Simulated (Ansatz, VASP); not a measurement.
**Ge2Sb2Te5 in VASP and in Ansatz**

Contents of INCAR:

```
SYSTEM = Ge2Sb2Te5
  PREC = Accurate
  ENCUT = 520
  EDIFF = 1E-6
  ISMEAR = 0
  SIGMA = 0.15
  LREAL = .FALSE.
  LASPH = .TRUE.
  NELM = 60
  ALGO = Normal
  ISIF = 2
  LWAVE = .FALSE.
  LCHARG = .FALSE.
  GGA = PS
  NBANDS = 44
```

The input KPOINTS:

```
Automatic mesh
0
G
  11 11 3
  0 0 0
```

The input POSCAR:

```
Ge2Sb2Te5
1.0
   -4.2017346381      0.0000000000      0.0000000000
   -2.1008673191     -3.6388089366      0.0000000000
    0.0000000000      0.0000000000     23.1060817248
Ge Sb Te
2 2 5
Direct
    1.0000000000      1.0000000000      0.6204746096
    0.0000000000      0.0000000000      0.1198534966
    0.3333333333      0.3333333333      0.4565559569
    0.6666666667      0.6666666667      0.2837721493
    0.0000000000      0.0000000000      0.3701640531
    0.3333333333      0.3333333333      0.2080753330
    0.6666666667      0.6666666667      0.5322527732
    0.3333333333      0.3333333333      0.6816068901
    0.6666666667      0.6666666667      0.0587212161
```

Input for Ansatz:

```yaml
crystal:
  lattice:
    - [-4.2017346381, 0.0, 0.0]
    - [-2.1008673191, -3.6388089366, 0.0]
    - [0.0, 0.0, 23.1060817248]
  atoms:
    - { symbol: Ge, position: [1.0, 1.0, 0.6204746096] }
    - { symbol: Ge, position: [0.0, 0.0, 0.1198534966] }
    - { symbol: Sb, position: [0.3333333333, 0.3333333333, 0.4565559569] }
    - { symbol: Sb, position: [0.6666666667, 0.6666666667, 0.2837721493] }
    - { symbol: Te, position: [0.0, 0.0, 0.3701640531] }
    - { symbol: Te, position: [0.3333333333, 0.3333333333, 0.208075333] }
    - { symbol: Te, position: [0.6666666667, 0.6666666667, 0.5322527732] }
    - { symbol: Te, position: [0.3333333333, 0.3333333333, 0.6816068901] }
    - { symbol: Te, position: [0.6666666667, 0.6666666667, 0.0587212161] }
basis:
  ecutwfc: 420
kpoints:
  mp_grid: { grid: [11, 11, 3] }
hamiltonian:
  xc: pbesol
scf:
  occupations: { method: gaussian, width: 0.15 }
output:
  forces: true
  stress: true
  eigenvalues: true
```

Alike in both runs: task single point; functional PBEsol; k mesh 11 × 11 × 3; occupations gaussian, width 0.15 eV; no spin polarisation.

|  | VASP | Ansatz |
| --- | --- | --- |
| version | VASP 6.6.1 | Ansatz 0.2.0 |
| potentials or method | VASP PAW PBE potentials, release 64 (Ge_d, Sb, Te), cutoff 520 eV | scalar-relativistic, plane waves, PAW |
| valence electrons in the cell | 68 | 138 |

Ansatz gave:

| Quantity | Value |
| --- | --- |
| gap on the k mesh at the Fermi level (eV) | 0.20 |
| least direct gap on the mesh (eV) | 0.49 |
| rms of the force components (eV/Å) | 0.027 |

Q: Estimate VASP's values.

A: gap on the k mesh at the Fermi level (eV): 0.18; least direct gap on the mesh (eV): 0.48; rms of the force components (eV/Å): 0.021.

VASP's potentials were made for PBE, not for PBEsol. Atom by atom the forces differ by 0.015 eV/Å (rms over components). With one functional, cell and mesh, what is left measures potentials, basis and numerics. VASP's potentials hold 68 valence electrons a cell and Ansatz's 138, so a difference there can come from the potentials and not from the codes.

Neither program's run includes spin-orbit coupling.
